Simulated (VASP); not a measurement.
# Hg (R-3m) in VASP: notebook, part 2 of 2

VASP 6.6.1.

**5. Single point, r2SCAN**

Input file POSCAR:

```
Hg
1.0
    1.8778598896      1.0841829127      2.1547278701
   -1.8778598896      1.0841829127      2.1547278701
    0.0000000000     -2.1683658255      2.1547278701
Hg
1
Direct
    0.0000000000      0.0000000000      0.0000000000
```

Input file INCAR.step1:

```
PREC = Accurate
ENCUT = 520
ISMEAR = -1
SIGMA = 0.1
LREAL = F
LASPH = T
NELM = 100
NBANDS = 12
GGA = PE
ALGO = Normal
EDIFF = 1E-4
LWAVE = T
LCHARG = F
```

Input file INCAR.step2:

```
PREC = Accurate
ENCUT = 520
EDIFF = 1E-7
ISMEAR = -1
SIGMA = 0.1
LREAL = F
LASPH = T
NELM = 100
ALGO = Normal
ISIF = 2
LWAVE = F
LCHARG = T
METAGGA = R2SCAN
LMIXTAU = T
LELF = T
LVHAR = T
NBANDS = 12
ISTART = 1
```

Input file KPOINTS:

```
regular mesh
0
Gamma
  18 18 18
```

Potentials or basis: VASP PAW PBE potentials, release 64 (Hg).

Launch:

```console
> cat potpaw_PBE.64/Hg/POTCAR > POTCAR
> cp INCAR.step1 INCAR
> mpirun -np 1 vasp_std > vasp.out
> cp INCAR.step2 INCAR
> mpirun -np 1 vasp_std > vasp.out
```

OUTCAR:

```text
PREC = Accurate
   ENCUT = 520
   EDIFF = 1E-7
   ISMEAR = -1
   LREAL = F
   LASPH = T
   NELM = 100
   ISIF = 2
   METAGGA = R2SCAN
   ISTART = 1

 ion  position               nearest neighbor table
   1  0.000  0.000  0.000-

  LATTYP: Found a trigonal (rhomboedric) cell.
 ALAT       =     3.0569040789
 COS(alpha) =     0.2452680346

  Lattice vectors:

 A1 = (   1.8778598896,   1.0841829127,   2.1547278701)
[... 538 lines left out ...]
     11      20.4524      0.00000
     12      21.4211      0.00000

 [... further k-points ...]

------------------------ aborting loop because EDIFF is reached ----------------------------------------

  FORCE on cell =-STRESS in cart. coord.  units (eV):
  Direction    XX          YY          ZZ          XY          YZ          ZX
  --------------------------------------------------------------------------------------
  -------------------------------------------------------------------------------------
  Total        0.0855478      0.0855478      0.0586688     -0.0000000     -0.0000000      0.0000000
  in kB        5.2072716      5.2072716      3.5711531     -0.0000000     -0.0000000      0.0000000
  external PRESSURE =       4.6618988 kB  Pullay stress =       0.0000000 kB

 VOLUME and BASIS-vectors are now :
 -----------------------------------------------------------------------------
  energy-cutoff  :      520.00
  volume of cell :       26.32
      direct lattice vectors                 reciprocal lattice vectors
     1.877859890  1.084182913  2.154727870     0.266260546  0.153725598  0.154698576
    -1.877859890  1.084182913  2.154727870    -0.266260546  0.153725598  0.154698576
     0.000000000 -2.168365826  2.154727870     0.000000000 -0.307451196  0.154698576

 POSITION                                       TOTAL-FORCE (eV/Angst)
 -----------------------------------------------------------------------------------
      0.00000      0.00000      0.00000         0.000000      0.000000      0.000000
 -----------------------------------------------------------------------------------
    total drift:                               -0.000000     -0.000000      0.000000

  FREE ENERGIE OF THE ION-ELECTRON SYSTEM (eV)
  ---------------------------------------------------
  free  energy   TOTEN  =       -49.3534485236 eV

  energy  without entropy=      -49.3445695901  energy(sigma->0) =      -49.34900906
```

OSZICAR.step1:

```text
N       E                     dE             d eps       ncg     rms          rms(c)
DAV:   1     0.726391004703E+02    0.72639E+02   -0.65241E+03 14776   0.946E+02
DAV:   2     0.107608202615E+01   -0.71563E+02   -0.67149E+02 15164   0.224E+02
DAV:   3    -0.182045698207E+00   -0.12581E+01   -0.12574E+01 16660   0.332E+01
DAV:   4    -0.183351160135E+00   -0.13055E-02   -0.13054E-02 15504   0.112E+00
DAV:   5    -0.183353217040E+00   -0.20569E-05   -0.20569E-05 12944   0.429E-02    0.310E+00
DAV:   6    -0.154145492467E+00    0.29208E-01   -0.74679E-02 16592   0.309E+00    0.236E+00
DAV:   7    -0.152367136611E+00    0.17784E-02   -0.10395E-02 16520   0.997E-01    0.107E+00
DAV:   8    -0.152469602320E+00   -0.10247E-03   -0.11107E-03 15080   0.406E-01    0.411E-02
DAV:   9    -0.152493572239E+00   -0.23970E-04   -0.10982E-05  7772   0.319E-02
   1 F= -.15249357E+00 E0= -.14759723E+00  d E =-.979269E-02
```

Run time: 2.2 min. Hardware: 1 thread of Intel Xeon 6975P-C (Granite Rapids), shared host; peak memory 0.28 GiB.

What came out:

```yaml
Free_energy: -49.3534 eV
Pressure: 0.5 GPa
Band_gap_on_the_k_mesh: zero (bands 6 and 7 overlap by 3.31 eV)
```

Stress tensor (GPa, compression positive):
```
0.52 0.00 0.00
0.00 0.52 0.00
0.00 0.00 0.36
```

Levels at points of the mesh, in eV from the Fermi level:
```
           k point  band 4  band 5  band 6  band 7  band 8  band 9
(0.00, 0.00, 0.00)   -6.48   -6.48   -6.48   11.37   11.37   11.59
(0.50, 0.00, 0.00)   -6.52   -6.46   -2.77   -1.59   12.47   12.52
(0.50, 0.50, 0.00)   -6.55   -5.80    0.34    0.39    3.80    8.95
(0.50, 0.50, 0.50)   -5.84   -5.84    1.12    2.18    7.67    7.67
```

Caveat: the PAW data sets were made with another functional, which shifts forces and pressure a little; spin-orbit coupling is left out, which moves the levels of the heavy elements.

**6. Relaxation of cell and atoms, r2SCAN**

This run uses another cell than the first one, of 23.07 Å³/atom.

Input file POSCAR:

```
Hg
1.0
    1.7290008993      0.9982391346      2.2280000000
   -1.7290008993      0.9982391346      2.2280000000
    0.0000000000     -1.9964782693      2.2280000000
Hg
1
Direct
    1.0000000000      0.0000000000      0.0000000000
```

Input file INCAR.step1:

```
SYSTEM = Hg
ALGO = Normal ; EDIFF = 1E-4
ENCUT = 600 ; GGA = PE
ISMEAR = -1 ; LASPH = .TRUE.
LCHARG = .FALSE. ; LREAL = .FALSE.
LWAVE = .TRUE. ; NELM = 60
PREC = Accurate ; SIGMA = 0.1
```

Input file INCAR.step2:

```
SYSTEM = Hg
ALGO = Normal ; EDIFF = 1E-7
EDIFFG = -0.01 ; ENCUT = 600
IBRION = 2 ; ISIF = 3
ISMEAR = -1 ; ISTART = 1
LASPH = .TRUE. ; LCHARG = .FALSE.
LMIXTAU = .TRUE. ; LREAL = .FALSE.
LWAVE = .FALSE. ; METAGGA = R2SCAN
NELM = 60 ; NSW = 80
PREC = Accurate ; SIGMA = 0.1
```

Input file KPOINTS:

```
k-points
0
G
  11 11 11
  0 0 0
```

Potentials or basis: VASP PAW PBE potentials, release 64 (Hg).

Launch:

```console
> cat potpaw_PBE.64/Hg/POTCAR > POTCAR
> cp INCAR.step1 INCAR
> mpirun -np 1 vasp_std > vasp.out
> cp INCAR.step2 INCAR
> mpirun -np 1 vasp_std > vasp.out
```

Run time: 4 min. Hardware: 1 thread of Intel Xeon 6975P-C (Granite Rapids), shared host; peak memory 0.18 GiB.

The run converged. Its results:

* Free energy: -49.3539 eV
* Relaxed volume: 26.72 Å³/atom
* Relaxed cell: a = 3.075 Å, b = 3.075 Å, c = 3.075 Å, α = 75.54°, β = 75.54°, γ = 75.54°
* Space group after relaxing (to 0.1 Å): R-3m (No. 166)
* Energy gained by relaxing: 47.8 meV/atom
* Ionic steps: 7
* Pressure after relaxing: 0.0 GPa
* Band gap on the k mesh: zero (bands 6 and 7 overlap by 2.48 eV)

The path:
```tsv
step	energy change (eV)	largest force (eV/Å)	pressure (GPa)	volume (Å³)
1	0.0000	0.0000	5.18	23.07
2	-0.0413	0.0000	0.60	25.66
3	-0.0423	0.0000	-0.12	26.40
4	-0.0423	0.0000	0.00	26.28
5	-0.0438	0.0000	-0.05	26.33
6	-0.0466	0.0000	-0.09	26.48
7	-0.0478	0.0000	-0.02	26.72
```

Final structure:
```
CELL_PARAMETERS angstrom
1.88362 1.08751 2.17396
-1.88362 1.08751 2.17396
0.00000 -2.17502 2.17396
ATOMIC_POSITIONS crystal
Hg 0.00000 0.00000 0.00000
```

Levels at points of the mesh, in eV from the Fermi level:
| k point | band 2 | band 3 | band 4 | band 5 | band 6 | band 7 | band 8 | band 9 | band 10 |
| --- | --- | --- | --- | --- | --- | --- | --- | --- | --- |
| (0.00, 0.00, 0.00) | -7.96 | -7.96 | -6.44 | -6.44 | -6.44 | 11.32 | 11.32 | 11.59 | 15.40 |

Caveat: the volume moved by over 15 % at a fixed basis, so the end points are rough; the PAW data sets were made with another functional, which shifts forces and pressure a little; spin-orbit coupling is left out, which moves the levels of the heavy elements.

**7. Overview**

```tsv
task	cell	k mesh	cutoff (eV)	smearing	gap on the mesh (eV)	pressure (GPa)
single point	a = 3.057 Å, angles 75.8°, 1 atom	11 × 11 × 11	520	fermi-dirac 0.2 eV	none	0.4
single point	a = 3.057 Å, angles 75.8°, 1 atom	11 × 11 × 11	520	fermi-dirac 0.3 eV	none	0.4
single point	a = 3.057 Å, angles 75.8°, 1 atom	11 × 11 × 11	520	fermi-dirac 0.1 eV	none	0.4
single point	a = 3.057 Å, angles 75.8°, 1 atom	18 × 18 × 18	520	fermi-dirac 0.1 eV	none	0.5
relaxation of cell and atoms	relaxed from a = 2.992 Å, angles 70.6°, 1 atom	11 × 11 × 11	600	fermi-dirac 0.1 eV	none	0.0
```

Alike in all rows: level r2SCAN; potentials or basis VASP PAW PBE potentials, release 64 (Hg); no spin polarisation.

Caveats: the PAW data sets were made with another functional, which shifts forces and pressure a little; spin-orbit coupling is left out, which moves the levels of the heavy elements; so wide a smearing shifts energies and pressures (at least some runs); the volume moved by over 15 % at a fixed basis, so the end points are rough (at least some runs).

Absolute energies hang on the potentials; compare differences alone.
